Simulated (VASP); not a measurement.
Write the native input for VASP 6.6.1 that does the following.

```
Task                   : single point
Functional             : r2SCAN
Potentials or basis    : VASP PAW PBE potentials, release 64 (Y_sv)
Cutoff                 : 520 eV
k mesh                 : 6 × 6 × 6
Occupations            : fermi-dirac, width 0.1 eV
Spin                   : no spin polarisation
Dipole correction      : no
Further INCAR settings : ALGO = Normal; EDIFF = 1e-07; NBANDS = 18
```

Y:

```
Y
1.0
     0.00000    3.43188    3.43188
     3.43188    0.00000    3.43188
     3.43188    3.43188    0.00000
Y
2
Direct
  0.00000 0.00000 0.00000
  0.25000 0.25000 0.25000
```

These files were run (other wordings do the same):

POSCAR

```
Y
1.0
    0.0000000000      3.4318829501      3.4318829501
    3.4318829501      0.0000000000      3.4318829501
    3.4318829501      3.4318829501      0.0000000000
Y
2
Direct
    0.0000000000      0.0000000000      0.0000000000
    0.2500000000      0.2500000000      0.2500000000
```

INCAR.step1

```
PREC     = Accurate       # precision mode
ENCUT    = 520            # plane-wave cutoff, eV
ISMEAR   = -1             # smearing method
SIGMA    = 0.1            # smearing width, eV
LREAL    = False          # projectors in reciprocal space
LASPH    = True           # aspherical terms in the spheres
NELM     = 100            # most SCF steps
NBANDS   = 18             # bands
GGA      = PE             # functional
ALGO     = Normal         # electronic algorithm
EDIFF    = 1E-4           # SCF threshold, eV
LWAVE    = True           # write WAVECAR
LCHARG   = False          # write CHGCAR
```

INCAR.step2

```
PREC     = Accurate       # precision mode
ENCUT    = 520            # plane-wave cutoff, eV
EDIFF    = 1E-7           # SCF threshold, eV
ISMEAR   = -1             # smearing method
SIGMA    = 0.1            # smearing width, eV
LREAL    = False          # projectors in reciprocal space
LASPH    = True           # aspherical terms in the spheres
NELM     = 100            # most SCF steps
ALGO     = Normal         # electronic algorithm
ISIF     = 2              # what is computed and relaxed
LWAVE    = False          # write WAVECAR
LCHARG   = True           # write CHGCAR
METAGGA  = R2SCAN         # meta-GGA
LMIXTAU  = True         
LELF     = True           # ELF
LVHAR    = True         
NBANDS   = 18             # bands
ISTART   = 1
```

KPOINTS

```
Automatic mesh
0
Gamma
  6 6 6
```

Potentials or basis: VASP PAW PBE potentials, release 64 (Y_sv).

Run with:

```bash
$ cat potpaw_PBE.64/Y_sv/POTCAR > POTCAR
$ cp INCAR.step1 INCAR
$ mpirun -np 1 vasp_std > vasp.out
$ cp INCAR.step2 INCAR
$ mpirun -np 1 vasp_std > vasp.out
```

It gave:

```
Pressure               : 0.0 GPa
Band gap on the k mesh : zero (band 11 reaches 1.98 eV, above the bottom of band 12 at 1.53 eV)
```

Caveat: the PAW data sets were made with another functional, which shifts forces and pressure a little.

Wall time 2.1 min on 1 thread of Intel(R) Xeon(R) Platinum 8259CL CPU @ 2.50GHz (Skylake/Cascade Lake), with other jobs on the host, peak memory 0.23 GiB.
